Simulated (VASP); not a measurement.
# MgO (P2/m) in VASP: notebook

Runs on MgO. Level: PBE. Tasks: relaxation of cell and atoms, single point.

All numbers are computed with VASP 6.6.1; they aren't measurements. Logs are shortened: lines on timing, memory, paths and dates and some standing lists are left out, and cuts for length are marked.

**1. The cell of the first run**

It takes space group P2/m (No. 10, monoclinic). Conventional cell: a = 5.085 Å, b = 3.178 Å, c = 5.505 Å, α = 90.00°, β = 90.00°, γ = 90.00°. Mg (site symmetry 2/m) has 2 O at 2.20 Å within 2.9 Å. Within 2.9 Å of Mg (site symmetry 2/m) lie 4 O at 2.20 Å. O (site symmetry m) has 3 Mg at 2.20 Å within 2.9 Å.

**2. Relaxation of cell and atoms, PBE (atoms taken out)**

File INCAR:

```
PREC = Accurate
ENCUT = 600
EDIFF = 1E-6
ISMEAR = 0
SIGMA = 0.1
LREAL = F
LASPH = T
NELM = 60
ALGO = Normal
ISIF = 3
LWAVE = F
LCHARG = F
GGA = PE
IBRION = 2
NSW = 90
EDIFFG = -0.04
```

File KPOINTS:

```
regular mesh
0
Gamma
  4 6 4
```

File POSCAR:

```
MgO
1.0
    5.0852173900      0.0000000000      0.0000000000
    0.0000000000      3.1782608700      0.0000000000
    0.0000000000      0.0000000000      5.5049093100
Mg O
2 2
Direct
    0.0000000000      0.0000000000      0.0000000000
    0.0000000000      0.5000000000      0.5000000000
    0.7600000000      0.0000000000      0.6666666700
    0.2400000000      0.0000000000      0.3333333300
```

Potentials or basis: VASP PAW PBE potentials, release 64 (Mg, O).

Command:

```bash
cat potpaw_PBE.64/Mg/POTCAR potpaw_PBE.64/O/POTCAR > POTCAR
mpirun -np 1 vasp_std > vasp.out
```

OUTCAR:

```text
PREC = Accurate
   ENCUT = 600
   EDIFF = 1E-6
   ISMEAR = 0
   LREAL = F
   LASPH = T
   NELM = 60
   ISIF = 3
   GGA = PE
   IBRION = 2
   NSW = 90
   EDIFFG = -0.04

 ion  position               nearest neighbor table
   1  0.000  0.000  0.000-   3 2.20   4 2.20   2 3.18   2 3.18   2 3.18   2 3.18
   2  0.000  0.500  0.500-   3 2.20   4 2.20   3 2.20   4 2.20   1 3.18   1 3.18   1 3.18   1 3.18

   3  0.760  0.000  0.667-   1 2.20   2 2.20   2 2.20
   4  0.240  0.000  0.333-   1 2.20   2 2.20   2 2.20

  LATTYP: Found a simple orthorhombic cell.
 ALAT       =     3.1782608700
 B/A-ratio  =     1.5999999994
 C/A-ratio  =     1.7320508087

  Lattice vectors:

 A1 = (   0.0000000000,  -3.1782608700,   0.0000000000)
 A2 = (   5.0852173900,   0.0000000000,   0.0000000000)
 A3 = (   0.0000000000,   0.0000000000,   5.5049093100)

Analysis of symmetry for initial positions (statically):
=====================================================================
 Subroutine PRICEL returns:
 Original cell was already a primitive cell.

 Routine SETGRP: Setting up the symmetry group for a
 simple orthorhombic supercell.

 Subroutine GETGRP returns: Found  4 space group operations
 (whereof  4 operations were pure point group operations)
 out of a pool of  8 trial point group operations.

The static configuration has the point symmetry C_2h.

Analysis of symmetry for dynamics (positions and initial velocities):
=====================================================================
 Subroutine PRICEL returns:
 Original cell was already a primitive cell.

 Routine SETGRP: Setting up the symmetry group for a
 simple orthorhombic supercell.

 Subroutine GETGRP returns: Found  4 space group operations
 (whereof  4 operations were pure point group operations)
 out of a pool of  8 trial point group operations.

The dynamic configuration has the point symmetry C_2h.

 Subroutine INISYM returns: Found  4 space group operations
 (whereof  4 operations are pure point group operations),
 and found     1 'primitive' translations

----------------------------------------------------------------------------------------

                                     Primitive cell

  volume of cell :      88.9712

  direct lattice vectors                    reciprocal lattice vectors
     5.085217390  0.000000000  0.000000000     0.196648427  0.000000000  0.000000000
     0.000000000  3.178260870  0.000000000     0.000000000  0.314637483  0.000000000
     0.000000000  0.000000000  5.504909310     0.000000000  0.000000000  0.181656035

  length of vectors
     5.085217390  3.178260870  5.504909310     0.196648427  0.314637483  0.181656035

  position of ions in fractional coordinates (direct lattice)
     0.000000000  0.000000000  0.000000000
     0.000000000  0.500000000  0.500000000
     0.760000000  0.000000000  0.666666670
     0.240000000  0.000000000  0.333333330

  ion indices of the primitive-cell ions
   primitive index   ion index
                 1           1
                 2           2
                 3           3
                 4           4

----------------------------------------------------------------------------------------

 KPOINTS: regular mesh

Automatic generation of k-mesh.
 Grid dimensions read from file:
 generate k-points for:    4    6    4

 Generating k-lattice:

  Cartesian coordinates                     Fractional coordinates (reciprocal lattice)
     0.049162107  0.000000000  0.000000000     0.250000000  0.000000000  0.000000000
     0.000000000  0.052439580  0.000000000     0.000000000  0.166666667  0.000000000
     0.000000000  0.000000000  0.045414009     0.000000000  0.000000000  0.250000000

  Length of vectors
     0.049162107  0.052439580  0.045414009

  Shift w.r.t. Gamma in fractional coordinates (k-lattice)
     0.000000000  0.000000000  0.000000000

 Subroutine IBZKPT returns following result:
 ===========================================

 Found     40 irreducible k-points:

 Following reciprocal coordinates:
            Coordinates               Weight
  0.000000  0.000000  0.000000      1.000000
  0.250000  0.000000  0.000000      2.000000
  0.500000  0.000000  0.000000      1.000000
  0.000000  0.166667  0.000000      2.000000
  0.250000  0.166667  0.000000      4.000000
  0.500000  0.166667  0.000000      2.000000
[... 16 lines left out ...]
  0.250000 -0.333333 -0.250000      4.000000
  0.500000  0.333333  0.250000      4.000000
 [... further k-points ...]
   k-points           NKPTS =     40   k-points in BZ     NKDIM =     40   number of bands    NBANDS=     12
   number of dos      NEDOS =    301   number of ions     NIONS =      4
   total plane-waves  NPLWV =  56448
   dimension x,y,z NGX =    42 NGY =   28 NGZ =   48
   dimension x,y,z NGXF=    84 NGYF=   56 NGZF=   96
   ions per type =               2   2
   NGX,Y,Z   is equivalent  to a cutoff of  13.73, 14.65, 14.50 a.u.
   NGXF,Y,Z  is equivalent  to a cutoff of  27.46, 29.29, 28.99 a.u.
 SYSTEM =  unknown system
   PREC   = accura    normal or accurate (medium, high low for compatibility)
   ISTART =      0    job   : 0-new  1-cont  2-samecut
   ICHARG =      2    charge: 1-file 2-atom 10-const
   ISPIN  =      1    spin polarized calculation?
   LNONCOLLINEAR =      F non collinear calculations
   LSORBIT =      F    spin-orbit coupling
   LASPH  =      T    aspherical Exc in radial PAW
   ENCUT  =  600.0 eV  44.10 Ry    6.64 a.u.  10.16  6.35 10.99*2*pi/ulx,y,z
   NELM   =     60;   NELMIN=  2; NELMDL= -5     # of ELM steps
   EDIFF  = 0.1E-05   stopping-criterion for ELM
   LREAL  =      F    real-space projection
   EDIFFG = -.4E-01   stopping-criterion for IOM
   NSW    =     90    number of steps for IOM
   IBRION =      2    ionic relax: 0-MD 1-quasi-New 2-CG
   NFREE  =      1    steps in history (QN), initial steepest desc. (CG)
   ISIF   =      3    stress and relaxation
   ISYM   =      2    0-nonsym 1-usesym 2-fastsym
   POTIM  = 0.5000    time-step for ionic-motion
   TEBEG  =    0.0;   TEEND  =   0.0 temperature during run
   PSTRESS=    0.0 pullay stress
   NELECT =      16.0000    total number of electrons
   NUPDOWN=      -1.0000    fix difference up-down
   EMIN   =  10.00;   EMAX   =-10.00  energy-range for DOS
   EFERMI =   0.00;   METHOD = LEGACY
   ISMEAR =     0;   SIGMA  =   0.10  broadening in eV -4-tet -1-fermi 0-gaus
   EFERMI_NEDOS =   21; number of points for ismear=-14 and -15
   IALGO  =     38    algorithm
   IMIX   =      4    mixing-type and parameters
     AMIX     =   0.40;   BMIX     =  1.00
     AMIX_MAG =   1.60;   BMIX_MAG =  1.00
  volume/ion in A,a.u.               =      22.24       150.10
  Fermi-wavevector in a.u.,A,eV,Ry     =   0.924056  1.746213 11.617742  0.853880
  Thomas-Fermi vector in A             =   2.049760
   LORBIT       =      0    0 simple, 1 ext, 2 COOP (PROOUT), +10 PAW based schemes
   GGA     = PE    functional components
   LHFCALC =     F    Hartree Fock is set to
   AEXX    =    0.0000 exact exchange contribution
   IVDW    =     0    specifies the selected vdW correction
   LEPSILON=     F    determine dielectric tensor
   LRPA    =     F    only Hartree local field effects (RPA)
 conjugate gradient relaxation of ions
 non-spin polarized calculation
 Gauss-broadening in eV      SIGMA  =   0.10
  energy-cutoff  :      600.00
  volume of cell :       88.97
 maximum number of plane-waves:      3004
 NGX is ok and might be reduce to    42
   NGX = 21   NGY = 13   NGZ = 21

--------------------------------------- Ionic step        1  -------------------------------------------

 number of electron      15.9999995 magnetization

 Free energy of the ion-electron system (eV)
  ---------------------------------------------------
  ext. energy  EPLUGINS =         0.00000000
  ---------------------------------------------------
  free energy    TOTEN  =       -17.40522479 eV

  energy without entropy =      -17.40260820  energy(sigma->0) =      -17.40391649

------------------------ aborting loop because EDIFF is reached ----------------------------------------

  FORCE on cell =-STRESS in cart. coord.  units (eV):
  Direction    XX          YY          ZZ          XY          YZ          ZX
  --------------------------------------------------------------------------------------
  -------------------------------------------------------------------------------------
  Total       -8.9387136     -1.9714032     -6.2548153      0.0000000      0.0000000     -2.5115307
  in kB     -160.9668230    -35.5006914   -112.6356425      0.0000000      0.0000000    -45.2272138
  external PRESSURE =    -103.0343856 kB  Pullay stress =       0.0000000 kB
[... 822 lines left out ...]
 k-point    24 :       0.5000    0.3333    0.2500
  band No.  band energies     occupation
      1     -14.0277      2.00000
      2     -13.6205      2.00000
      3      -1.3875      2.00000
      4      -0.7732      2.00000
      5      -0.5276      2.00000
      6      -0.4294      2.00000
      7       0.1835      2.00000
      8       1.3698      2.00000
      9       6.0519      0.00000
     10       7.6811      0.00000
     11      11.1415      0.00000
     12      11.5748      0.00000

 [... further k-points ...]

[... ionic steps 4 to 52 ...]

--------------------------------------- Ionic step       53  -------------------------------------------

 number of electron      16.0000000 magnetization

------------------------ aborting loop because EDIFF is reached ----------------------------------------

  FORCE on cell =-STRESS in cart. coord.  units (eV):
  Direction    XX          YY          ZZ          XY          YZ          ZX
  --------------------------------------------------------------------------------------
  -------------------------------------------------------------------------------------
  Total       -0.1214147      0.1081447      0.5368415      0.0000000      0.0000000      0.0937310
  in kB       -4.1200755      3.6697739     18.2171301      0.0000000      0.0000000      3.1806596
  external PRESSURE =       5.9222762 kB  Pullay stress =       0.0000000 kB
[... 61 lines left out ...]
  energy  without entropy=      -21.8353186595  energy(sigma->0) =      -21.83531866

--------------------------------------- Ionic step       55  -------------------------------------------

 number of electron      16.0000000 magnetization

 Free energy of the ion-electron system (eV)
  ---------------------------------------------------
  ext. energy  EPLUGINS =         0.00000000
  ---------------------------------------------------
  free energy    TOTEN  =       -21.83682575 eV

  energy without entropy =      -21.83682575  energy(sigma->0) =      -21.83682575

 E-fermi :   2.4928     XC(G=0):  -9.8404

 val. band max:        2.0019992974   @ k =   0.0000   0.5000   0.0000
 cond. band min:       3.4978862073   @ k =   0.0000   0.0000   0.0000
 fundamental gap:      1.4958869099
 Fermi energy:         2.4927805247

 k-point     1 :       0.0000    0.0000    0.0000
  band No.  band energies     occupation
      1     -14.7658      2.00000
      2     -13.8185      2.00000
      3      -2.3407      2.00000
      4       1.2024      2.00000
      5       1.3943      2.00000
      6       1.4846      2.00000
      7       1.5921      2.00000
      8       1.8822      2.00000
      9       3.4979      0.00000
     10       8.6085      0.00000
     11       9.2759      0.00000
     12      14.9504      0.00000
[... 376 lines left out ...]
  FREE ENERGIE OF THE ION-ELECTRON SYSTEM (eV)
  ---------------------------------------------------
  free  energy   TOTEN  =       -21.8368257489 eV

  energy  without entropy=      -21.8368257489  energy(sigma->0) =      -21.83682575

 reached required accuracy - stopping structural energy minimisation
```

Run time: 16 min. Hardware: 1 thread of Intel Xeon Platinum 8488C (Sapphire Rapids), shared host; peak memory 0.26 GiB.

What came out:

- Free energy: -21.8368 eV
- Relaxed volume: 11.82 Å³/atom
- Relaxed cell: a = 2.966 Å, b = 2.998 Å, c = 6.583 Å, α = 90.00°, β = 53.91°, γ = 90.00°
- Space group after relaxing (to 0.1 Å): P2/m (No. 10)
- Energy gained by relaxing: 1107.9 meV/atom
- Ionic steps: 55
- Pressure after relaxing: 0.0 GPa
- Largest force after relaxing: 0.037 eV/Å
- Band gap on the k mesh: 1.50 eV (least direct gap 1.62 eV)

Forces on the atoms (eV/Å):
```
Mg   0.000  0.000  0.000
Mg   0.000  0.000  0.000
O   -0.023  0.000  0.029
O    0.023  0.000 -0.029
```

Step by step:
| step | energy change (eV) | largest force (eV/Å) | pressure (GPa) | volume (Å³) |
| --- | --- | --- | --- | --- |
| 1 | 0.0000 | 3.4297 | -10.30 | 88.97 |
| 3 | -1.7971 | 0.7378 | 2.32 | 70.59 |
| 5 | -2.6154 | 2.2307 | -0.98 | 67.30 |
| 7 | -2.8302 | 0.7174 | -2.54 | 66.01 |
| 9 | -2.8726 | 0.2881 | 0.39 | 64.74 |
| 11 | -2.9389 | 0.2746 | -0.03 | 64.58 |
| 13 | -3.2173 | 0.4315 | -3.05 | 62.93 |
| 15 | -3.2312 | 0.4821 | -3.39 | 62.63 |
| 17 | -3.2658 | 0.4195 | -3.77 | 62.12 |
| 19 | -3.3146 | 0.3807 | -4.89 | 59.50 |
| 21 | -3.3841 | 0.1944 | -4.44 | 59.83 |
| 23 | -3.6989 | 2.0306 | 0.93 | 52.85 |
| 25 | -3.8743 | 2.4780 | 3.45 | 50.20 |
| 27 | -4.3182 | 0.5082 | -1.59 | 50.57 |
| 29 | -4.3507 | 0.0977 | -2.66 | 50.66 |
| 31 | -4.3726 | 0.1213 | -0.45 | 49.43 |
| 33 | -4.3738 | 0.1038 | -0.03 | 49.21 |
| 35 | -4.3749 | 0.0658 | 0.08 | 49.17 |
| 37 | -4.3758 | 0.0580 | -0.22 | 49.26 |
| 39 | -4.3769 | 0.0659 | -0.20 | 49.25 |
| 41 | -4.3827 | 0.0905 | -0.36 | 49.16 |
| 43 | -4.4116 | 0.0562 | -1.36 | 48.77 |
| 45 | -4.4136 | 0.1456 | -1.55 | 48.70 |
| 47 | -4.4149 | 0.1790 | -1.78 | 48.61 |
| 49 | -4.4174 | 0.2340 | -1.90 | 48.26 |
| 51 | -4.4237 | 0.1915 | -1.06 | 47.92 |
| 53 | -4.4290 | 0.0995 | 0.59 | 47.21 |
| 55 | -4.4316 | 0.0371 | 0.02 | 47.30 |

Final structure:
```
Mg O
1.0
     2.73546    0.00000    1.14633
     0.00000    2.99753    0.00000
     1.52021    0.00000    6.40507
Mg O
2 2
Cartesian
  0.0000 0.0000 0.0000
  0.7601 1.4988 3.2025
  3.4530 0.0000 5.7260
  0.8027 0.0000 1.8254
```

Caveat: the cell differs from its parent crystal (atoms taken out); the volume moved by over 15 % at a fixed basis, so the end points are rough. A k mesh can miss the band edges.

**3. Single point, PBE, collinear spin, ferromagnetic start (atoms taken out)**

File INCAR:

```
SYSTEM = MgO
PREC = Accurate ; ENCUT = 520
EDIFF = 1E-7 ; ISMEAR = 0
SIGMA = 0.1 ; LREAL = .False.
LASPH = .True. ; NELM = 150
ALGO = Normal ; ISIF = 2
LWAVE = .False. ; LCHARG = .False.
ISPIN = 2 ; MAGMOM = 0 0 1 1
LORBIT = 11 ; GGA = PE
NBANDS = 20
```

File KPOINTS:

```
Automatic mesh
0
Gamma
  4 6 4
  0 0 0
```

POSCAR is that of step 2.

Potentials or basis: VASP PAW PBE potentials, release 64 (Mg, O).

Command:

```bash
cat potpaw_PBE.64/Mg/POTCAR potpaw_PBE.64/O/POTCAR > POTCAR
mpirun -np 1 vasp_std > vasp.out
```

Wall time 78 s (1 thread of Intel Xeon Platinum 8488C (Sapphire Rapids), shared host); peak memory 0.27 GiB.

The run converged. Its results:

```
Free energy                                           : -17.4026 eV
Pressure                                              : -10.2 GPa
Largest force                                         : 3.428 eV/Å
Band gap on the k mesh                                : 0.07 eV
Net moment                                            : 0.00 μB per cell
Valence electrons inside the program's atomic spheres : Mg 0.30, 0.31; O 4.85
```

Forces in eV/Å, atoms in the order of the input:
```
Mg   0.000  0.000  0.000
Mg   0.000  0.000  0.000
O    3.098  0.000  1.468
O   -3.098  0.000 -1.468
```

Stress tensor (GPa, compression positive):
```
-16.04   0.00  -4.52
  0.00  -3.50   0.00
 -4.52   0.00 -11.21
```

Levels at points of the mesh, in eV from the valence-band top:
Spin up:
```
           k point  band 5  band 6  band 7  band 8  band 9  band 10  band 11  band 12
(0.00, 0.00, 0.00)   -1.51   -0.31   -0.16    0.00    0.07     2.93     6.21     7.52
(0.50, 0.00, 0.00)   -1.98   -0.62   -0.11   -0.05    1.09     2.85     6.07     6.92
(0.00, 0.50, 0.00)   -1.37   -1.33   -0.96   -0.10    2.31     3.81     5.40     6.16
(0.50, 0.50, 0.00)   -1.41   -1.36   -0.99   -0.25    2.34     4.64     4.88     5.92
(0.00, 0.00, 0.50)   -1.46   -0.41   -0.15   -0.01    1.38     2.48     6.36     6.60
(0.50, 0.00, 0.50)   -0.99   -0.29   -0.10   -0.06    1.31     3.21     4.86     6.14
(0.00, 0.50, 0.50)   -1.48   -1.35   -1.00   -0.16    1.97     4.82     5.21     6.18
(0.50, 0.50, 0.50)   -1.79   -1.56   -0.57   -0.11    1.88     4.66     5.14     6.47
```
Spin down:
```csv
k point,band 4,band 5,band 6,band 7,band 8,band 9,band 10,band 11,band 12,band 13
"(0.00, 0.00, 0.00)",-1.97,-1.51,-0.31,-0.16,0.00,0.07,2.93,6.21,7.52,7.68
"(0.50, 0.00, 0.00)",-2.02,-1.98,-0.62,-0.11,-0.05,1.09,2.85,6.07,6.92,8.85
"(0.00, 0.50, 0.00)",-1.58,-1.37,-1.33,-0.96,-0.10,2.31,3.81,5.40,6.16,7.56
"(0.50, 0.50, 0.00)",-1.74,-1.41,-1.36,-0.99,-0.25,2.33,4.64,4.88,5.92,7.49
"(0.00, 0.00, 0.50)",-2.06,-1.46,-0.41,-0.15,-0.01,1.38,2.48,6.36,6.60,7.58
"(0.50, 0.00, 0.50)",-2.42,-0.99,-0.29,-0.10,-0.06,1.31,3.21,4.86,6.14,9.45
"(0.00, 0.50, 0.50)",-1.87,-1.48,-1.35,-1.00,-0.16,1.97,4.82,5.21,6.18,8.97
"(0.50, 0.50, 0.50)",-1.92,-1.79,-1.56,-0.57,-0.11,1.88,4.66,5.14,6.47,8.12
```

Caveat: the cell differs from its parent crystal (atoms taken out); the stress differs along the axes, from -16 to -3 GPa; the smearing spreads over this small gap; semilocal functionals underestimate gaps, and a narrow one can read as zero; forces of over 1 eV/Å act on the atoms, so gaps and moduli don't describe the material at rest.

The gap in the log of VASP goes by the Fermi energy; the results here count the filled bands.